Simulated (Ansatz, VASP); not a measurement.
# Two plane-wave programs on Ti

```
Ti
1.0
     4.56737    0.00000    0.00000
    -2.28369    3.95546    0.00000
     0.00000    0.00000    2.82624
Ti
3
Direct
  0.66667 0.33333 0.50000
  0.33333 0.66667 0.50000
  0.00000 0.00000 0.00000
```

Alike in both runs: task relaxation of cell and atoms; functional PBE; dispersion D4; k mesh 7 × 7 × 9; occupations fermi-dirac, width 0.05 eV; no spin polarisation.

```csv
,VASP,Ansatz
version,VASP 6.6.1,Ansatz 0.2.0
potentials or method,"VASP PAW PBE potentials, release 64 (Ti_sv)",Ansatz PAW
plane-wave cutoff (eV),600,420
valence electrons in the cell,36,36
```

|  | VASP | Ansatz | Ansatz less VASP |
| --- | --- | --- | --- |
| gap on the k mesh at the Fermi level, each at its own relaxed structure (eV) | none | none | - |
| relaxed volume (Å³/atom) | 16.81 | 16.86 | +0.042 |
| relaxed cell length with the largest relative difference (Å) | 4.550 | 4.554 | +0.0043 |

A gap of «none» marks a metal or a gap that the smearing closes.

Noted on Ansatz's run: the plane-wave basis is chosen anew once the cell has moved, so the energies of steps on either side of that aren't comparable.
